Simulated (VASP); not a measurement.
Input of a VASP 6.6.1 run:

Contents of INCAR:

```
PREC = Accurate
ENCUT = 520
EDIFF = 1E-8
ISMEAR = -1
SIGMA = 0.01
LREAL = False
LASPH = True
NELM = 100
ALGO = Normal
ISIF = 2
LWAVE = False
LCHARG = False
GGA = PE
LEFG = True
NBANDS = 11
```

KPOINTS

```
Automatic mesh
0
Gamma
  11 11 11
```

The input POSCAR:

```
MgO
1.0
    0.0000000000      2.1208197024      2.1208197024
    2.1208197024      0.0000000000      2.1208197024
    2.1208197024      2.1208197024      0.0000000000
Mg O
1 1
Direct
    0.0000000000      0.0000000000      0.0000000000
    0.5000000000      0.5000000000      0.5000000000
```

Potentials or basis: VASP PAW PBE potentials, release 64 (Mg, O).

Launch:

```bash
$ cat potpaw_PBE.64/Mg/POTCAR potpaw_PBE.64/O/POTCAR > POTCAR
$ mpirun -np 1 vasp_std > vasp.out
```

**Question.** What does it give for the band gap on the k mesh?

**Answer.** 4.52 eV, direct.

**Question.** What does it give for the pressure?

**Answer.** 0.6 GPa.

Caveat: without QUAD_EFG the Cq values of the log hold for a quadrupole moment of 1 mb, not for the nuclei.
